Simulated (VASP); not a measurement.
Write the native input for VASP 6.6.1 that does the following.

```
Task                   : single point
Functional             : PBE
Potentials or basis    : VASP PAW PBE potentials, release 64 (Zr_sv)
Cutoff                 : 520 eV
k mesh                 : 15 × 15 × 8
Occupations            : fermi-dirac, width 0.1 eV
Spin                   : no spin polarisation
Dipole correction      : no
Further INCAR settings : ALGO = Normal; EDIFF = 1e-06; NBANDS = 19
```

The structure of Zr lies in POSCAR:

```
Zr
1.0
    3.1681531804      0.0000000000      0.0000000000
   -1.5840765902      2.7437011373      0.0000000000
    0.0000000000      0.0000000000      5.1064747754
Zr
2
Direct
    0.3333333333      0.6666666667      0.2500000000
    0.6666666667      0.3333333333      0.7500000000
```

These files were run (other wordings do the same):

INCAR

```
SYSTEM = Zr
ALGO = Normal ; EDIFF = 1E-6
ENCUT = 520 ; GGA = PE
ISIF = 2 ; ISMEAR = -1
LASPH = .TRUE. ; LCHARG = .FALSE.
LREAL = .FALSE. ; LWAVE = .FALSE.
NBANDS = 19 ; NELM = 60
PREC = Accurate ; SIGMA = 0.1
```

KPOINTS

```
k-points
0
G
  15 15 8
  0 0 0
```

Potentials or basis: VASP PAW PBE potentials, release 64 (Zr_sv).

The run is started by

```console
$ cat potpaw_PBE.64/Zr_sv/POTCAR > POTCAR
$ mpirun -np 1 vasp_std > vasp.out
```

It gave:

```
Pressure               : 5.4 GPa
Band gap on the k mesh : zero (band 12 reaches 10.53 eV, above the bottom of band 13 at 9.20 eV)
```

Run time: 41 s on 1 thread of Intel(R) Xeon(R) 6975P-C (Granite Rapids), on a shared host, peak memory 0.22 GiB.
